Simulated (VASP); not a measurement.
A run of VASP 6.6.1 is set up as follows.

The input INCAR:

```
ALGO = Fast
EDIFF = 1E-6
ENCUT = 520
GGA = PS
ISIF = 2
ISMEAR = 0
LASPH = True
LCHARG = False
LREAL = False
LWAVE = False
NBANDS = 18
NELM = 80
PREC = Accurate
SIGMA = 0.15
```

The input KPOINTS:

```
k-points
0
Gamma
  18 18 12
```

The input POSCAR:

```
CdAu
1.0
    3.0288123484      0.0000000000      0.0000000000
   -1.5144061742      2.6230284370      0.0000000000
    0.0000000000      0.0000000000      4.6015363125
Cd Au
1 1
Direct
    0.0000000000      0.0000000000      0.0000000000
    0.3333333333      0.6666666667      0.5000000000
```

Potentials or basis: VASP PAW PBE potentials, release 64 (Cd, Au).

The run is started by

```sh
$ cat potpaw_PBE.64/Cd/POTCAR potpaw_PBE.64/Au/POTCAR > POTCAR
$ mpirun -np 1 vasp_std > vasp.out
```

Question: What does it give for the pressure?

Answer: 0.4 GPa.

Caveat: the PAW data sets were made with another functional, which shifts forces and pressure a little.
